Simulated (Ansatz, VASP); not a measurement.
# Two plane-wave programs on C

File INCAR:

```
  ALGO = Normal
  EDIFF = 1E-6
  ENCUT = 520
  GGA = PE
  ISIF = 2
  ISMEAR = 0
  LASPH = True
  LCHARG = True
  LELF = True
  LREAL = False
  LVHAR = True
  LWAVE = False
  NBANDS = 31
  NELM = 60
  PREC = Accurate
  SIGMA = 0.05
```

KPOINTS

```
k-points
0
Gamma
  10 10 3
```

File POSCAR:

```
C
1.0
   -2.5194924611      0.0000000000      0.0000000000
   -1.2597462306     -2.1819444760      0.0000000000
   -1.2598722052     -0.7273875568     10.3668212017
C
10
Direct
   -0.5579876529     -0.5579876529      0.8741755410
    0.4916676729      0.4916676729      0.7252244590
    0.0248472583      0.0248472583      0.1257456505
    0.5755327617      0.5755327617      0.4736543495
   -0.0248422922     -0.0248422922      0.2747993967
    0.6252223122      0.6252223122      0.3246006033
   -0.2413564167     -0.2413564167      0.9242768224
    0.1750364367      0.1750364367      0.6751231776
    0.3748777158      0.3748777158      0.0756592868
    0.2255023042      0.2255023042      0.5237407132
```

Input for Ansatz:

```yaml
crystal:
  lattice:
    - [-2.5194924611, 0.0, 0.0]
    - [-1.2597462306, -2.181944476, 0.0]
    - [-1.2598722052, -0.7273875568, 10.3668212017]
  atoms:
    - { symbol: C, position: [-0.5579876529, -0.5579876529, 0.874175541] }
    - { symbol: C, position: [0.4916676729, 0.4916676729, 0.725224459] }
    - { symbol: C, position: [0.0248472583, 0.0248472583, 0.1257456505] }
    - { symbol: C, position: [0.5755327617, 0.5755327617, 0.4736543495] }
    - { symbol: C, position: [-0.0248422922, -0.0248422922, 0.2747993967] }
    - { symbol: C, position: [0.6252223122, 0.6252223122, 0.3246006033] }
    - { symbol: C, position: [-0.2413564167, -0.2413564167, 0.9242768224] }
    - { symbol: C, position: [0.1750364367, 0.1750364367, 0.6751231776] }
    - { symbol: C, position: [0.3748777158, 0.3748777158, 0.0756592868] }
    - { symbol: C, position: [0.2255023042, 0.2255023042, 0.5237407132] }
basis:
  ecutwfc: 420
kpoints:
  mp_grid: { grid: [10, 10, 3] }
hamiltonian:
  xc: pbe
scf:
  occupations: { method: gaussian, width: 0.05 }
output:
  forces: true
  stress: true
  eigenvalues: true
```

Alike in both runs: task single point; functional PBE; k mesh 10 × 10 × 3; occupations gaussian, width 0.05 eV; no spin polarisation.

|  | VASP | Ansatz |
| --- | --- | --- |
| version | VASP 6.6.1 | Ansatz 0.2.0 |
| potentials or method | VASP PAW PBE potentials, release 64 (C), cutoff 520 eV | scalar-relativistic, plane waves, PAW |
| valence electrons in the cell | 40 | 40 |

```tsv
	VASP	Ansatz	Ansatz less VASP
gap on the k mesh at the Fermi level (eV)	none	none	-
pressure (GPa)	5.1	4.5	-0.64
traceless stress, the component that is largest in VASP (GPa)	20.82	20.93	+0.107
rms of the force components (eV/Å)	0.985	0.991	+0.0067
```

Atom by atom the forces differ by 0.007 eV/Å (rms over components). A gap of «none» marks a metal or a gap that the smearing closes.
